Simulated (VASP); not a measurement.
Wanted: the native input for a VASP 6.6.1 run.

```
Task                   : single point
Functional             : PBE
Potentials or basis    : VASP PAW PBE potentials, release 64 (Hf_pv, Sc_sv, O)
Cutoff                 : 520 eV
k mesh                 : 6 × 6 × 4
Occupations            : gaussian, width 0.1 eV
Spin                   : no spin polarisation
Dipole correction      : no
Further INCAR settings : ALGO = Normal; EDIFF = 1e-07; NBANDS = 34
```

The structure of HfSc2O3 lies in POSCAR:

```
HfSc2O3
1.0
    5.6931240779     -0.0000000032      0.0000000000
   -2.8465620361      4.9303900800      0.0000000000
    0.0000000000      0.0000000000      2.8689731446
Hf Sc O
1 2 3
Direct
    0.0000000000      0.0000000000      0.0000000000
    0.6666666667      0.3333333333      0.0000000000
    0.3333333333      0.6666666667      0.0000000000
    0.5000000000      0.0000000000      0.5000000000
    0.5000000000      0.5000000000      0.5000000000
    0.0000000000      0.5000000000      0.5000000000
```

The input as run:

INCAR

```
SYSTEM = HfSc2O3
PREC = Accurate ; ENCUT = 520
EDIFF = 1E-7 ; ISMEAR = 0
SIGMA = 0.1 ; LREAL = .False.
LASPH = .True. ; NELM = 60
ALGO = Normal ; ISIF = 2
LWAVE = .False. ; LCHARG = .False.
GGA = PE ; NBANDS = 34
```

KPOINTS

```
regular mesh
0
Gamma
  6 6 4
  0 0 0
```

Potentials or basis: VASP PAW PBE potentials, release 64 (Hf_pv, Sc_sv, O).

Launch:

```bash
$ cat potpaw_PBE.64/Hf_pv/POTCAR potpaw_PBE.64/Sc_sv/POTCAR potpaw_PBE.64/O/POTCAR > POTCAR
$ mpirun -np 1 vasp_std > vasp.out
```

It gave:

The pressure is 0.5 GPa and the band gap on the k mesh is zero (band 25 reaches 6.25 eV, above the bottom of band 26 at 5.41 eV).

Caveat: the k points lie up to 0.55 Å⁻¹ apart; spin-orbit coupling is left out, which moves the levels of the heavy elements.

Wall time 45 s on 1 thread of Intel(R) Xeon(R) 6975P-C (Granite Rapids), with other jobs on the host, peak memory 0.22 GiB.
